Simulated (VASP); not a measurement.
## InP: single point with PBE

InP:

```
In P
1.0
     0.00000    2.95379    2.95379
     2.95379    0.00000    2.95379
     2.95379    2.95379    0.00000
In P
1 1
Cartesian
  0.0000 0.0000 0.0000
  1.4769 1.4769 1.4769
```

```
Program                : VASP 6.6.1
Task                   : single point
Functional             : PBE
Potentials or basis    : VASP PAW PBE potentials, release 64 (In_d, P)
Cutoff                 : 520 eV
k mesh                 : 6 × 6 × 6
Occupations            : gaussian, width 0.01 eV
Spin                   : no spin polarisation
Dipole correction      : no
Further INCAR settings : ALGO = Normal; EDIFF = 1e-07; NBANDS = 16
```

```
Pressure               : 1.6 GPa
Band gap on the k mesh : 0.58 eV, direct
```

Levels at points of the mesh, in eV from the valence-band top:
| k point | band 5 | band 6 | band 7 | band 8 | band 9 | band 10 | band 11 | band 12 | band 13 | band 14 |
| --- | --- | --- | --- | --- | --- | --- | --- | --- | --- | --- |
| (0.00, 0.00, 0.00) | -14.01 | -11.36 | 0.00 | 0.00 | 0.00 | 0.58 | 4.09 | 4.09 | 4.09 | 8.47 |
| (0.50, 0.00, 0.00) | -14.00 | -9.71 | -5.61 | -0.94 | -0.94 | 1.44 | 4.80 | 4.80 | 7.05 | 9.37 |
| (0.50, 0.50, 0.00) | -13.98 | -9.08 | -5.65 | -2.24 | -2.24 | 1.80 | 2.26 | 9.07 | 9.43 | 9.43 |

Run time: 21 s on 1 thread of AMD EPYC 7R13, with other jobs on the host, peak memory 0.15 GiB.

Caveat: spin-orbit coupling is left out, which moves the levels of the heavy elements. A hybrid or GW would open this gap; PBE tends to underestimate it.
